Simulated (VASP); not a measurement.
Wanted: the native input for a VASP 6.6.1 run.

```yaml
Task: single point
Functional: PBEsol
Potentials_or_basis: VASP PAW PBE potentials, release 64 (Li_sv, F)
Cutoff: 520 eV
k_mesh: 8 × 8 × 8
Occupations: gaussian, width 0.001 eV
Spin: no spin polarisation
Dipole_correction: no
Further_INCAR_settings: ALGO = Normal; EDIFF = 1e-06; NBANDS = 12
```

The structure of LiF lies in POSCAR:

```
LiF
1.0
    0.0000000000      1.9948717434      1.9948717434
    1.9948717434      0.0000000000      1.9948717434
    1.9948717434      1.9948717434      0.0000000000
Li F
1 1
Direct
    0.0000000000      0.0000000000      0.0000000000
    0.5000000000      0.5000000000      0.5000000000
```

One way to write it, as run:

INCAR

```
PREC = Accurate
ENCUT = 520
EDIFF = 1E-6
ISMEAR = 0
SIGMA = 0.001
LREAL = False
LASPH = True
NELM = 80
ALGO = Normal
ISIF = 2
LWAVE = False
LCHARG = False
GGA = PS
NBANDS = 12
```

KPOINTS

```
regular mesh
0
Gamma
  8 8 8
```

Potentials or basis: VASP PAW PBE potentials, release 64 (Li_sv, F).

Launch:

```sh
$ cat potpaw_PBE.64/Li_sv/POTCAR potpaw_PBE.64/F/POTCAR > POTCAR
$ mpirun -np 1 vasp_std > vasp.out
```

It gave:

* Band gap on the k mesh: 9.18 eV, direct

Wall time 7.1 s on 1 thread of Intel Xeon 8259CL, on a shared host, peak memory 0.13 GiB.
